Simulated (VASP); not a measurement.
# LiCl (P1) in VASP: single point with PBE

Aim: the single point of LiCl with PBE.

Program: VASP 6.6.1. These are calculated values, not measurements. Logs are shortened: lines on timing, memory, paths and dates and some standing lists are left out, and cuts for length are marked.

## (1) The cell of the first run

The typed cell holds 8 atoms: a = 7.240 Å, b = 7.240 Å, c = 3.620 Å, α = 60.00°, β = 60.00°, γ = 60.00°.

## (2) Single point, PBE

The input, INCAR:

```
SYSTEM = LiCl
PREC = Accurate
ENCUT = 650
EDIFF = 1E-6
ISMEAR = 1
SIGMA = 0.2
LREAL = .FALSE.
LASPH = .TRUE.
NELM = 120
ALGO = Normal
ISIF = 2
LWAVE = .FALSE.
LCHARG = .FALSE.
GGA = PE
NBANDS = 30
GGA_COMPAT = .FALSE.
```

The input, KPOINTS:

```
Automatic mesh
0
Gamma
  2 2 2
  0.5 0.5 0.5
```

The input, POSCAR:

```
LiCl
1.0
    0.0000000000      5.1196100000      5.1196100000
    5.1196100000      0.0000000000      5.1196100000
    2.5598050000      2.5598050000      0.0000000000
Li Cl
4 4
Direct
    0.0108002367     -0.0054713152     -0.0377743617
   -0.0175813197      0.4885752040      0.0478565750
    0.4899963083      0.0060990974     -0.0068536471
    0.5134021927      0.4930709566     -0.0196421212
    0.2429742695      0.2558584541      0.5119227832
    0.2480379365      0.7519810103      0.5035291751
    0.7593826483      0.2421209819      0.4930109911
    0.7513725655      0.7517278660      0.4992159559
```

Potentials or basis: VASP PAW PBE potentials, release 64 (Li_sv, Cl).

Launch:

```bash
$ cat potpaw_PBE.64/Li_sv/POTCAR potpaw_PBE.64/Cl/POTCAR > POTCAR
$ mpirun -np 1 vasp_std > vasp.out
```

OUTCAR:

```text
SYSTEM = LiCl
   PREC = Accurate
   ENCUT = 650
   EDIFF = 1E-6
   ISMEAR = 1
   LREAL = .FALSE.
   LASPH = .TRUE.
   NELM = 120
   ISIF = 2
   GGA = PE

 ion  position               nearest neighbor table
   1  0.011  0.995  0.962-   6 2.42   7 2.49   5 2.53   8 2.57   6 2.60   7 2.63
   2  0.982  0.489  0.048-   7 2.41   8 2.51   5 2.53   5 2.57   8 2.59
   3  0.490  0.006  0.993-   5 2.50   6 2.54   8 2.57   7 2.59   5 2.61   8 2.63
   4  0.513  0.493  0.980-   7 2.53   8 2.54   7 2.57   6 2.58   5 2.60
   5  0.243  0.256  0.512-   3 2.50   2 2.53   1 2.53   2 2.57   4 2.60   3 2.61
   6  0.248  0.752  0.504-   1 2.42   3 2.54   4 2.58   1 2.60
   7  0.759  0.242  0.493-   2 2.41   1 2.49   4 2.53   4 2.57   3 2.59   1 2.63
   8  0.751  0.752  0.499-   2 2.51   4 2.54   3 2.57   1 2.57   2 2.59   3 2.63

  LATTYP: Found a base centered orthorhombic cell.
 ALAT       =     7.2402218961
 B/A-ratio  =     1.4142135624
 C/A-ratio  =     0.5000000000

  Lattice vectors:

 A1 = (  -2.5598050000,   2.5598050000,  -5.1196100000)
 A2 = (  -2.5598050000,   2.5598050000,   5.1196100000)
 A3 = (   2.5598050000,   2.5598050000,   0.0000000000)

Analysis of symmetry for initial positions (statically):
=====================================================================
 Subroutine PRICEL returns:
 Original cell was already a primitive cell.

 Routine SETGRP: Setting up the symmetry group for a
 base centered orthorhombic supercell.

 Subroutine GETGRP returns: Found  1 space group operations
 (whereof  1 operations were pure point group operations)
 out of a pool of  8 trial point group operations.

The static configuration has the point symmetry C_1 .

Analysis of symmetry for dynamics (positions and initial velocities):
=====================================================================
 Subroutine PRICEL returns:
 Original cell was already a primitive cell.

 Routine SETGRP: Setting up the symmetry group for a
 base centered orthorhombic supercell.

 Subroutine GETGRP returns: Found  1 space group operations
 (whereof  1 operations were pure point group operations)
 out of a pool of  8 trial point group operations.

The dynamic configuration has the point symmetry C_1 .

 Subroutine INISYM returns: Found  1 space group operations
 (whereof  1 operations are pure point group operations),
 and found     1 'primitive' translations

----------------------------------------------------------------------------------------
[... 89 lines left out ...]
   NFREE  =      0    steps in history (QN), initial steepest desc. (CG)
   ISIF   =      2    stress and relaxation
   ISYM   =      2    0-nonsym 1-usesym 2-fastsym
   POTIM  = 0.5000    time-step for ionic-motion
   TEBEG  =    0.0;   TEEND  =   0.0 temperature during run
   PSTRESS=    0.0 pullay stress
   NELECT =      40.0000    total number of electrons
   NUPDOWN=      -1.0000    fix difference up-down
   EMIN   =  10.00;   EMAX   =-10.00  energy-range for DOS
   EFERMI =   0.00;   METHOD = LEGACY
   ISMEAR =     1;   SIGMA  =   0.20  broadening in eV -4-tet -1-fermi 0-gaus
   EFERMI_NEDOS =   21; number of points for ismear=-14 and -15
   IALGO  =     38    algorithm
   IMIX   =      4    mixing-type and parameters
     AMIX     =   0.40;   BMIX     =  1.00
     AMIX_MAG =   1.60;   BMIX_MAG =  1.00
  volume/ion in A,a.u.               =      16.77       113.19
  Fermi-wavevector in a.u.,A,eV,Ry     =   1.093599  2.066602 16.271995  1.195958
  Thomas-Fermi vector in A             =   2.229887
   LORBIT       =      0    0 simple, 1 ext, 2 COOP (PROOUT), +10 PAW based schemes
   GGA     = PE    functional components
   LHFCALC =     F    Hartree Fock is set to
   AEXX    =    0.0000 exact exchange contribution
   IVDW    =     0    specifies the selected vdW correction
   LEPSILON=     F    determine dielectric tensor
   LRPA    =     F    only Hartree local field effects (RPA)
 non-spin polarized calculation
 Methfessel and Paxton  Order N= 1 SIGMA  =   0.20
  energy-cutoff  :      650.00
  volume of cell :      134.19
 maximum number of plane-waves:      5063
   NGX = 31   NGY = 31   NGZ = 15

 number of electron      39.9999999 magnetization

 Free energy of the ion-electron system (eV)
  ---------------------------------------------------
  ext. energy  EPLUGINS =         0.00000000
  ---------------------------------------------------
  free energy    TOTEN  =       -29.82738279 eV

  energy without entropy =      -29.83395456  energy(sigma->0) =      -29.82957338

 E-fermi :   0.7281     XC(G=0):  -8.7666

 val. band max:        0.5786766287   @ k =   0.2500   0.2500   0.2500
 cond. band min:       7.9923572172   @ k =   0.2500   0.2500   0.2500
 fundamental gap:      7.4136805885
 Fermi energy:         0.7281003184

 k-point     1 :       0.2500    0.2500    0.2500
  band No.  band energies     occupation
      1     -42.9591      2.00000
      2     -42.9023      2.00000
      3     -42.8044      2.00000
      4     -42.7605      2.00000
      5     -12.6758      2.00000
      6     -12.2131      2.00000
[... 121 lines left out ...]
     29      10.8742      0.00000
     30      10.9609      0.00000

------------------------ aborting loop because EDIFF is reached ----------------------------------------

  FORCE on cell =-STRESS in cart. coord.  units (eV):
  Direction    XX          YY          ZZ          XY          YZ          ZX
  --------------------------------------------------------------------------------------
  -------------------------------------------------------------------------------------
  Total       -0.6395829     -0.7561560      0.9026095     -1.4396284      0.0075914     -0.0292609
  in kB       -7.6365426     -9.0284113     10.7770482    -17.1889896      0.0906408     -0.3493720
  external PRESSURE =      -1.9626352 kB  Pullay stress =       0.0000000 kB

 VOLUME and BASIS-vectors are now :
 -----------------------------------------------------------------------------
  energy-cutoff  :      650.00
  volume of cell :      134.19
      direct lattice vectors                 reciprocal lattice vectors
     0.000000000  5.119610000  5.119610000    -0.097663689  0.097663689  0.097663689
     5.119610000  0.000000000  5.119610000     0.097663689 -0.097663689  0.097663689
     2.559805000  2.559805000  0.000000000     0.195327378  0.195327378 -0.195327378

 POSITION                                       TOTAL-FORCE (eV/Angst)
 -----------------------------------------------------------------------------------
      7.55471      2.51840      5.14689         0.065853      0.123787     -0.065030
      2.62382      5.15210      7.53092        -0.027938     -0.055167      0.254773
      2.57349      5.05085      2.53981        -0.025404      0.088246     -0.052303
      5.03386      5.13794      5.15275         0.128608     -0.092772     -0.027494
      2.62032      2.55436      2.55383        -0.146298      0.053402      0.093597
      5.13879      2.55879      5.11971        -0.178469      0.084788      0.059181
      2.50158      5.14976      5.12731         0.155074     -0.158829     -0.138744
      5.12645      5.12463      7.69529         0.028575     -0.043454     -0.123980
 -----------------------------------------------------------------------------------
    total drift:                               -0.000463      0.000063     -0.000661

  FREE ENERGIE OF THE ION-ELECTRON SYSTEM (eV)
  ---------------------------------------------------
  free  energy   TOTEN  =       -29.8273827882 eV

  energy  without entropy=      -29.8339545623  energy(sigma->0) =      -29.82957338
```

stdout:

```text
POSCAR found type information on POSCAR LiCl
 POSCAR found :  2 types and       8 ions
 scaLAPACK will be used
 LDA part: xc-table for (Slater+PW92), standard interpolation
 POSCAR, INCAR and KPOINTS ok, starting setup
 FFT: planning ... GRIDC
 FFT: planning ... GRID_SOFT
 FFT: planning ... GRID
 WAVECAR not read
 entering main loop
```

It took 25 s on 1 thread of Intel Xeon Platinum 8488C (Sapphire Rapids), shared host; peak memory 0.29 GiB.

What came out:

| Property | Result |
| --- | --- |
| Free energy | -29.8274 eV |
| Pressure | -0.2 GPa |
| Largest force | 0.262 eV/Å |
| Band gap on the k mesh | 7.41 eV |

Forces on the atoms (eV/Å):
```
Li   0.066  0.124 -0.065
Li  -0.028 -0.055  0.255
Li  -0.025  0.088 -0.052
Li   0.129 -0.093 -0.027
Cl  -0.146  0.053  0.094
Cl  -0.178  0.085  0.059
Cl   0.155 -0.159 -0.139
Cl   0.029 -0.043 -0.124
```

Stress tensor (GPa, compression positive):
```
-0.76 -1.72 -0.03
-1.72 -0.90  0.01
-0.03  0.01  1.08
```

Caveat: the k points lie up to 0.87 Å⁻¹ apart; a shifted mesh leaves out Γ, where band edges can lie. A k mesh can miss the band edges.
